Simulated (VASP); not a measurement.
A run of VASP 6.6.1:

INCAR

```
SYSTEM = Si
PREC = Accurate
ENCUT = 520
EDIFF = 1E-6
ISMEAR = -1
SIGMA = 0.02
LREAL = Auto
LASPH = .True.
NELM = 60
ALGO = Normal
ISIF = 2
LWAVE = .False.
LCHARG = .False.
NBANDS = 48
```

KPOINTS

```
regular mesh
0
Gamma
  2 2 2
  0 0 0
```

The input POSCAR:

```
Si
1.0
    0.0000000000      5.4300000000      5.4300000000
    5.4300000000      0.0000000000      5.4300000000
    5.4300000000      5.4300000000      0.0000000000
Si
17
Direct
    0.0028140884      0.0031984346     -0.0131820442
    0.1353824125      0.1357483425      0.0929713628
    0.0110335175      0.0114077348      0.4660359116
    0.1236139042      0.1239960405      0.6145794659
    0.0028047882      0.5070294659     -0.0131633517
    0.1093490792      0.6320833333      0.1263643646
   -0.0355468692      0.5175929098      0.5002894107
    0.1235853591      0.6377017495      0.6145890424
    0.5066586556      0.0031827808     -0.0131643646
    0.6316985267      0.1097237569      0.1263771639
    0.5172165746     -0.0351500921      0.5003027624
    0.6373325046      0.1239571823      0.6145964088
    0.4765511971      0.4769274401      0.0694594843
    0.6316794659      0.6320614180      0.1264039595
    0.5171478821      0.5174900552      0.5003381215
    0.6039216390      0.6043137201      0.6872938306
    0.3349218232      0.3353196133      0.4942695212
```

Potentials or basis: VASP PAW LDA potentials, release 64 (Si).

The run is started by

```bash
$ cat potpaw_LDA.64/Si/POTCAR > POTCAR
$ mpirun -np 1 vasp_std > vasp.out
```

Hardware: 1 thread of Intel(R) Xeon(R) 6975P-C (Granite Rapids), with other jobs on the host.

Estimate the wall time of this run.

Wall time 120 s on 1 thread of Intel(R) Xeon(R) 6975P-C (Granite Rapids) (shared host), peak memory 0.38 GiB. Counts: scf iterations 13, k points 8.
